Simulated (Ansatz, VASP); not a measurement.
MgO in VASP and in Ansatz

INCAR

```
SYSTEM = MgO
PREC     = Accurate       ! precision mode
ENCUT    = 520            ! plane-wave cutoff, eV
EDIFF    = 1E-6           ! SCF threshold, eV
ISMEAR   = 0              ! smearing method
SIGMA    = 0.05           ! smearing width, eV
LREAL    = .False.        ! projectors in reciprocal space
LASPH    = .True.         ! aspherical terms in the spheres
NELM     = 60             ! most SCF steps
ALGO     = Normal         ! electronic algorithm
ISIF     = 2              ! what is computed and relaxed
LWAVE    = .False.        ! write WAVECAR
LCHARG   = .False.        ! write CHGCAR
GGA      = PE             ! functional
NBANDS   = 16             ! bands
```

File KPOINTS:

```
Automatic mesh
0
Gamma
  9 9 6
  0 0 0
```

POSCAR

```
MgO
1.0
    3.3152854007      0.0000000000      0.0000000000
   -1.6576427004      2.8711213778      0.0000000000
    0.0000000000      0.0000000000      5.1215474231
Mg O
2 2
Direct
    0.2977924821      0.6406489578      0.0063188067
    0.7022075179      0.3593510422      0.5063188067
    0.3661712130      0.6907056630      0.3982811933
    0.6338287870      0.3092943370      0.8982811933
```

Input for Ansatz:

```yaml
crystal:
  lattice:
    - [3.3152854007, 0.0, 0.0]
    - [-1.6576427004, 2.8711213778, 0.0]
    - [0.0, 0.0, 5.1215474231]
  atoms:
    - { symbol: Mg, position: [0.2977924821, 0.6406489578, 0.0063188067] }
    - { symbol: Mg, position: [0.7022075179, 0.3593510422, 0.5063188067] }
    - { symbol: O, position: [0.366171213, 0.690705663, 0.3982811933] }
    - { symbol: O, position: [0.633828787, 0.309294337, 0.8982811933] }
basis:
  ecutwfc: 520.0
kpoints:
  mp_grid: { grid: [9, 9, 6] }
hamiltonian:
  xc: pbe
  pseudopotentials: { kind: paw, azcp: { folder: soft_1 } }
scf:
  occupations: { method: gaussian, width: 0.05 }
output:
  forces: true
  stress: true
  eigenvalues: true
```

Change from the starting cell: mode 4 frozen in at -0.075 Å and mode 5 at -0.075 Å (largest displacements).

Alike in both runs: task single point; functional PBE; k mesh 9 × 9 × 6; occupations gaussian, width 0.05 eV; no spin polarisation.

|  | VASP | Ansatz |
| --- | --- | --- |
| version | VASP 6.6.1 | Ansatz 0.2.0 |
| potentials or method | VASP PAW PBE potentials, release 64 (Mg, O), cutoff 520 eV | scalar-relativistic, plane waves, PAW |
| valence electrons in the cell | 16 | 32 |

Ansatz gave:

```
gap on the k mesh at the Fermi level (eV)                     : 3.34
least direct gap on the mesh (eV)                             : 3.34
pressure (GPa)                                                : -0.2
traceless stress, the component that is largest in VASP (GPa) : 0.29
rms of the force components (eV/Å)                            : 0.164
```

Problem. What did VASP give for the same quantities?

Solution. gap on the k mesh at the Fermi level (eV): 3.32; least direct gap on the mesh (eV): 3.32; pressure (GPa): -0.6; traceless stress, the component that is largest in VASP (GPa): 0.32; rms of the force components (eV/Å): 0.166.

Atom by atom the forces differ by 0.002 eV/Å (rms over components). With one functional, cell and mesh, what is left measures potentials, basis and numerics. VASP's potentials hold 16 valence electrons a cell and Ansatz's 32, so a difference there can come from the potentials and not from the codes.
